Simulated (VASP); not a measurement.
# BeTe (zincblende type) (F-43m) in VASP: notebook

The runs below take BeTe (zincblende type) through single point, with PBE.

Program: VASP 6.6.1. These are calculated values, not measurements. Logs are shortened: lines on timing, memory, paths and dates and some standing lists are left out, and cuts for length are marked.

### Step 1. The cell of the first run

Symmetry: F-43m, No. 216, cubic system. The conventional cell has a = 4.174 Å, b = 4.174 Å, c = 4.174 Å, α = 90.00°, β = 90.00°, γ = 90.00°. Within 2.4 Å of Be (site symmetry -43m) lie 4 Te at 1.81 Å. Te (site symmetry -43m) has 4 Be at 1.81 Å within 2.4 Å.

### Step 2. Single point, PBE (volume scaled by 0.4)

Contents of INCAR:

```
SYSTEM = BeTe
  PREC = Accurate
  ENCUT = 520
  EDIFF = 1E-7
  ISMEAR = -1
  SIGMA = 0.1
  LREAL = .False.
  LASPH = .True.
  NELM = 60
  ALGO = Normal
  ISIF = 2
  LWAVE = .False.
  LCHARG = .False.
  GGA = PE
  NBANDS = 11
```

Contents of KPOINTS:

```
regular mesh
0
Gamma
  13 13 13
  0 0 0
```

Contents of POSCAR:

```
BeTe
1.0
    0.0000000000      2.0868334629      2.0868334629
    2.0868334629      0.0000000000      2.0868334629
    2.0868334629      2.0868334629      0.0000000000
Be Te
1 1
Direct
    0.0000000000      0.0000000000      0.0000000000
    0.2500000000      0.2500000000      0.2500000000
```

Potentials or basis: VASP PAW PBE potentials, release 64 (Be, Te).

Command:

```sh
> cat potpaw_PBE.64/Be/POTCAR potpaw_PBE.64/Te/POTCAR > POTCAR
> mpirun -np 1 vasp_std > vasp.out
```

OUTCAR:

```text
SYSTEM = BeTe
   PREC = Accurate
   ENCUT = 520
   EDIFF = 1E-7
   ISMEAR = -1
   LREAL = .False.
   LASPH = .True.
   NELM = 60
   ISIF = 2
   GGA = PE

 ion  position               nearest neighbor table
   1  0.000  0.000  0.000-   2 1.81   2 1.81   2 1.81   2 1.81
   2  0.250  0.250  0.250-   1 1.81   1 1.81   1 1.81   1 1.81

  LATTYP: Found a face centered cubic cell.
 ALAT       =     4.1736669258

  Lattice vectors:

 A1 = (   0.0000000000,   2.0868334629,   2.0868334629)
 A2 = (   2.0868334629,   0.0000000000,   2.0868334629)
 A3 = (   2.0868334629,   2.0868334629,   0.0000000000)

Analysis of symmetry for initial positions (statically):
=====================================================================
 Subroutine PRICEL returns:
 Original cell was already a primitive cell.

 Routine SETGRP: Setting up the symmetry group for a
 face centered cubic supercell.

 Subroutine GETGRP returns: Found 24 space group operations
 (whereof 24 operations were pure point group operations)
 out of a pool of 48 trial point group operations.

The static configuration has the point symmetry T_d .

Analysis of symmetry for dynamics (positions and initial velocities):
=====================================================================
 Subroutine PRICEL returns:
 Original cell was already a primitive cell.

 Routine SETGRP: Setting up the symmetry group for a
 face centered cubic supercell.

 Subroutine GETGRP returns: Found 24 space group operations
 (whereof 24 operations were pure point group operations)
 out of a pool of 48 trial point group operations.

The dynamic configuration has the point symmetry T_d .

 Subroutine INISYM returns: Found 24 space group operations
 (whereof 24 operations are pure point group operations),
 and found     1 'primitive' translations

----------------------------------------------------------------------------------------

                                     Primitive cell

  volume of cell :      18.1758

  direct lattice vectors                    reciprocal lattice vectors
     0.000000000  2.086833463  2.086833463    -0.239597461  0.239597461  0.239597461
     2.086833463  0.000000000  2.086833463     0.239597461 -0.239597461  0.239597461
     2.086833463  2.086833463  0.000000000     0.239597461  0.239597461 -0.239597461

[... 87 lines left out ...]
   IBRION =     -1    ionic relax: 0-MD 1-quasi-New 2-CG
   NFREE  =      0    steps in history (QN), initial steepest desc. (CG)
   ISIF   =      2    stress and relaxation
   ISYM   =      2    0-nonsym 1-usesym 2-fastsym
   POTIM  = 0.5000    time-step for ionic-motion
   TEBEG  =    0.0;   TEEND  =   0.0 temperature during run
   PSTRESS=    0.0 pullay stress
   NELECT =       8.0000    total number of electrons
   NUPDOWN=      -1.0000    fix difference up-down
   EMIN   =  10.00;   EMAX   =-10.00  energy-range for DOS
   EFERMI =   0.00;   METHOD = LEGACY
   ISMEAR =    -1;   SIGMA  =   0.10  broadening in eV -4-tet -1-fermi 0-gaus
   EFERMI_NEDOS =   21; number of points for ismear=-14 and -15
   IALGO  =     38    algorithm
   IMIX   =      4    mixing-type and parameters
     AMIX     =   0.40;   BMIX     =  1.00
     AMIX_MAG =   1.60;   BMIX_MAG =  1.00
  volume/ion in A,a.u.               =       9.09        61.33
  Fermi-wavevector in a.u.,A,eV,Ry     =   1.245299  2.353274 21.099507  1.550770
  Thomas-Fermi vector in A             =   2.379528
   LORBIT       =      0    0 simple, 1 ext, 2 COOP (PROOUT), +10 PAW based schemes
   GGA     = PE    functional components
   LHFCALC =     F    Hartree Fock is set to
   AEXX    =    0.0000 exact exchange contribution
   IVDW    =     0    specifies the selected vdW correction
   LEPSILON=     F    determine dielectric tensor
   LRPA    =     F    only Hartree local field effects (RPA)
 non-spin polarized calculation
  energy-cutoff  :      520.00
  volume of cell :       18.18
 maximum number of plane-waves:       531
 NGX is ok and might be reduce to    24
   NGX = 11   NGY = 11   NGZ = 11

 number of electron       8.0000000 magnetization

 Free energy of the ion-electron system (eV)
  ---------------------------------------------------
  ext. energy  EPLUGINS =         0.00000000
  ---------------------------------------------------
  free energy    TOTEN  =         4.78412674 eV

  energy without entropy =        4.78909051  energy(sigma->0) =        4.78660862

 E-fermi :  20.4940     XC(G=0): -13.1349

 val. band max:       20.4730801958   @ k =   0.4615   0.3846   0.0000
 cond. band min:      20.6022923196   @ k =   0.0769   0.0000   0.0000
 fundamental gap:      0.1292121237
 Fermi energy:        20.4940314169

 k-point     1 :       0.0000    0.0000    0.0000
  band No.  band energies     occupation
      1      -1.2654      2.00000
      2      21.2019      0.00169
      3      21.2019      0.00169
      4      21.2019      0.00169
      5      23.1331      0.00000
      6      23.1331      0.00000
      7      23.1331      0.00000
      8      29.0336      0.00000
      9      31.7192      0.00000
     10      31.7192      0.00000
     11      31.7192      0.00000
[... 309 lines left out ...]
 k-point    24 :       0.4615    0.1538    0.0000
  band No.  band energies     occupation
      1       3.0809      2.00000
      2       8.4522      2.00000
      3      15.6954      2.00000
      4      15.7931      2.00000
      5      22.2151      0.00000
      6      26.6878      0.00000
      7      27.4162      0.00000
      8      30.1770      0.00000
      9      31.3496      0.00000
     10      36.3714      0.00000
     11      36.8809      0.00000

 [... further k-points ...]

------------------------ aborting loop because EDIFF is reached ----------------------------------------

  FORCE on cell =-STRESS in cart. coord.  units (eV):
  Direction    XX          YY          ZZ          XY          YZ          ZX
  --------------------------------------------------------------------------------------
  -------------------------------------------------------------------------------------
  Total       35.2393627     35.2393627     35.2393627     -0.0000000      0.0000000     -0.0000000
  in kB     3106.3133014   3106.3133014   3106.3133014     -0.0000000      0.0000000     -0.0000000
  external PRESSURE =    3106.3133014 kB  Pullay stress =       0.0000000 kB

 VOLUME and BASIS-vectors are now :
 -----------------------------------------------------------------------------
  energy-cutoff  :      520.00
  volume of cell :       18.18
      direct lattice vectors                 reciprocal lattice vectors
     0.000000000  2.086833463  2.086833463    -0.239597461  0.239597461  0.239597461
     2.086833463  0.000000000  2.086833463     0.239597461 -0.239597461  0.239597461
     2.086833463  2.086833463  0.000000000     0.239597461  0.239597461 -0.239597461

 POSITION                                       TOTAL-FORCE (eV/Angst)
 -----------------------------------------------------------------------------------
      0.00000      0.00000      0.00000         0.000000      0.000000      0.000000
      1.04342      1.04342      1.04342        -0.000000     -0.000000     -0.000000
 -----------------------------------------------------------------------------------
    total drift:                                0.000000      0.000000      0.000000

  FREE ENERGIE OF THE ION-ELECTRON SYSTEM (eV)
  ---------------------------------------------------
  free  energy   TOTEN  =         4.7841267370 eV

  energy  without entropy=        4.7890905109  energy(sigma->0) =        4.78660862
```

Run time: 14 s. Hardware: 1 thread of Intel Xeon Platinum 8259CL at 2.50GHz (Skylake/Cascade Lake), shared host; peak memory 0.15 GiB.

What came out:

```yaml
Free_energy: 4.7841 eV
Pressure: 310.6 GPa
Band_gap_on_the_k_mesh: zero (band 4 reaches 21.20 eV, above the bottom of band 5 at 19.90 eV)
```

Levels at points of the mesh, in eV from the Fermi level:
| k point | band 2 | band 3 | band 4 | band 5 | band 6 | band 7 |
| --- | --- | --- | --- | --- | --- | --- |
| (0.00, 0.00, 0.00) | 0.71 | 0.71 | 0.71 | 2.64 | 2.64 | 2.64 |

Caveat: spin-orbit coupling is left out, which moves the levels of the heavy elements.

### Step 3. Single point, PBE (volume scaled by 0.4)

Contents of INCAR:

```
PREC = Accurate
ENCUT = 520
EDIFF = 1E-7
ISMEAR = -1
SIGMA = 0.1
LREAL = False
LASPH = True
NELM = 60
ALGO = Normal
ISIF = 2
LWAVE = False
LCHARG = True
GGA = PE
LELF = True
LVHAR = True
NBANDS = 11
```

Contents of KPOINTS:

```
regular mesh
0
Gamma
  13 13 13
```

POSCAR is that of step 2.

Potentials or basis: VASP PAW PBE potentials, release 64 (Be, Te).

Command:

```sh
> cat potpaw_PBE.64/Be/POTCAR potpaw_PBE.64/Te/POTCAR > POTCAR
> mpirun -np 1 vasp_std > vasp.out
```

It took 14 s on 1 thread of Intel Xeon Platinum 8259CL at 2.50GHz (Skylake/Cascade Lake), shared host; peak memory 0.15 GiB.

It converged, with:

```
Free energy            : 4.7841 eV
Pressure               : 310.6 GPa
Band gap on the k mesh : zero (band 4 reaches 21.20 eV, above the bottom of band 5 at 19.90 eV)
```

Levels at points of the mesh, in eV from the Fermi level:
```csv
k point,band 1,band 2,band 3,band 4,band 5,band 6,band 7,band 8,band 9
"(0.00, 0.00, 0.00)",-21.76,0.71,0.71,0.71,2.64,2.64,2.64,8.54,11.23
```

Caveat: spin-orbit coupling is left out, which moves the levels of the heavy elements.

### Step 4. Single point, PBE (volume scaled by 0.5)

Contents of INCAR:

```
ALGO = Normal ; EDIFF = 1E-6
ENCUT = 520 ; GGA = PE
ISIF = 2 ; ISMEAR = -1
LASPH = True ; LCHARG = True
LELF = True ; LREAL = False
LVHAR = True ; LWAVE = False
NBANDS = 11 ; NELM = 100
PREC = Accurate ; SIGMA = 0.1
```

Contents of KPOINTS:

```
k-points
0
Gamma
  13 13 13
```

Contents of POSCAR:

```
BeTe
1.0
    0.0000000000      2.2479732024      2.2479732024
    2.2479732024      0.0000000000      2.2479732024
    2.2479732024      2.2479732024      0.0000000000
Be Te
1 1
Direct
    0.0000000000      0.0000000000      0.0000000000
    0.2500000000      0.2500000000      0.2500000000
```

Command:

```sh
> cat potpaw_PBE.64/Be/POTCAR potpaw_PBE.64/Te/POTCAR > POTCAR
> mpirun -np 1 vasp_std > vasp.out
```

It took 13 s on 1 thread of Intel Xeon Platinum 8259CL at 2.50GHz (Skylake/Cascade Lake), shared host; peak memory 0.15 GiB.

Results (log left out):

```yaml
Free_energy: -1.4851 eV
Pressure: 153.0 GPa
Band_gap_on_the_k_mesh: zero (band 4 reaches 15.96 eV, above the bottom of band 5 at 15.51 eV)
```

Levels at points of the mesh, in eV from the Fermi level:
| k point | band 1 | band 2 | band 3 | band 4 | band 5 | band 6 | band 7 | band 8 |
| --- | --- | --- | --- | --- | --- | --- | --- | --- |
| (0.00, 0.00, 0.00) | -18.93 | 0.24 | 0.24 | 0.24 | 2.55 | 2.55 | 2.55 | 8.56 |

Caveat: spin-orbit coupling is left out, which moves the levels of the heavy elements.

### Step 5. Single point, PBE (volume scaled by 0.6)

Contents of INCAR:

```
PREC = Accurate
ENCUT = 520
EDIFF = 1E-7
ISMEAR = -1
SIGMA = 0.1
LREAL = F
LASPH = T
NELM = 60
ALGO = Normal
ISIF = 2
LWAVE = F
LCHARG = F
GGA = PE
NBANDS = 11
```

Contents of KPOINTS:

```
Automatic mesh
0
Gamma
  13 13 13
```

Contents of POSCAR:

```
BeTe
1.0
    0.0000000000      2.3888279868      2.3888279868
    2.3888279868      0.0000000000      2.3888279868
    2.3888279868      2.3888279868      0.0000000000
Be Te
1 1
Direct
    0.0000000000      0.0000000000      0.0000000000
    0.2500000000      0.2500000000      0.2500000000
```

Command:

```sh
> cat potpaw_PBE.64/Be/POTCAR potpaw_PBE.64/Te/POTCAR > POTCAR
> mpirun -np 1 vasp_std > vasp.out
```

Wall time 32 s (1 thread of Intel Xeon Platinum 8259CL at 2.50GHz (Skylake/Cascade Lake), shared host); peak memory 0.17 GiB.

The run converged. Its results:

| Item | Value |
| --- | --- |
| Free energy | -4.6605 eV |
| Pressure | 79.4 GPa |
| Band gap on the k mesh | 0.33 eV, indirect (least direct gap 2.78 eV) |

Levels at points of the mesh, in eV from the valence-band top:
| k point | band 2 | band 3 | band 4 | band 5 | band 6 | band 7 |
| --- | --- | --- | --- | --- | --- | --- |
| (0.00, 0.00, 0.00) | 0.00 | 0.00 | 0.00 | 2.78 | 2.78 | 2.78 |

Caveat: spin-orbit coupling is left out, which moves the levels of the heavy elements.

### Step 6. The runs side by side

| cell | gap on the mesh (eV) | pressure (GPa) |
| --- | --- | --- |
| a = 2.951 Å, angles 60.0°, 2 atoms | none | 310.6 |
| a = 3.179 Å, angles 60.0°, 2 atoms | none | 153.0 |
| a = 3.378 Å, angles 60.0°, 2 atoms | 0.33 | 79.4 |

Alike in all rows: task single point; level PBE; potentials or basis VASP PAW PBE potentials, release 64 (Be, Te); no spin polarisation; k mesh 13 × 13 × 13; cutoff (eV) 520; smearing fermi-dirac 0.1 eV.

Caveats: spin-orbit coupling is left out, which moves the levels of the heavy elements.

Absolute energies hang on the potentials; compare differences alone.
